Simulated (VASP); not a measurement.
**PbO: single point with r2SCAN**

The system is PbO.

```xyz
4
Lattice="3.9632 0.0000 0.0000 0.0000 3.9632 0.0000 0.0000 0.0000 4.9764" Properties=species:S:1:pos:R:3 pbc="T T T"
Pb    0.0000    1.9816    1.1943
Pb    1.9816    0.0000    3.7820
O     0.0000    0.0000    0.0000
O     1.9816    1.9816    0.0000
```

```yaml
Program: VASP 6.6.1
Task: single point
Functional: r2SCAN
Potentials_or_basis: VASP PAW PBE potentials, release 64 (Pb_d, O)
Cutoff: 520 eV
k_mesh: 4 × 4 × 4
Occupations: gaussian, width 0.01 eV
Spin: no spin polarisation
```

The pressure is 2.0 GPa, the largest force is 0.014 eV/Å and the band gap on the k mesh is 1.42 eV (least direct gap 2.58 eV).

Forces on the atoms (eV/Å):
```
Pb   0.000  0.000 -0.014
Pb   0.000  0.000  0.014
O    0.000  0.000  0.000
O    0.000  0.000  0.000
```

Stress tensor (GPa, compression positive):
```
2.29 0.00 0.00
0.00 2.29 0.00
0.00 0.00 1.51
```

Levels at points of the mesh, in eV from the valence-band top:
```
           k point  band 16  band 17  band 18  band 19  band 20  band 21  band 22  band 23  band 24  band 25
(0.00, 0.00, 0.00)    -4.47    -1.87    -1.80    -1.80     0.00     2.87     5.98     5.98     5.99     7.15
(0.50, 0.00, 0.00)    -3.38    -3.17    -3.17    -1.80    -1.80     3.77     3.77     7.13     7.13     7.17
(0.50, 0.50, 0.00)    -3.62    -1.80    -1.80    -1.16    -1.16     1.42     1.42     5.66     5.66     8.50
(0.00, 0.00, 0.50)    -4.30    -1.91    -1.82    -1.82    -1.08     2.39     4.29     4.29     4.50     9.35
(0.50, 0.00, 0.50)    -3.85    -3.14    -3.14    -1.11    -1.11     3.41     3.41     6.73     6.73     7.94
(0.50, 0.50, 0.50)    -4.09    -2.42    -2.42    -1.16    -1.16     3.73     3.73     5.27     5.27     6.22
```

Wall time 4.9 min on 1 thread of Intel Xeon 8259CL, with other jobs on the host, peak memory 0.2 GiB.

Caveat: the PAW data sets were made with another functional, which shifts forces and pressure a little; spin-orbit coupling is left out, which moves the levels of the heavy elements. r2SCAN opens gaps a little over a GGA but as a rule still falls short of measured ones.
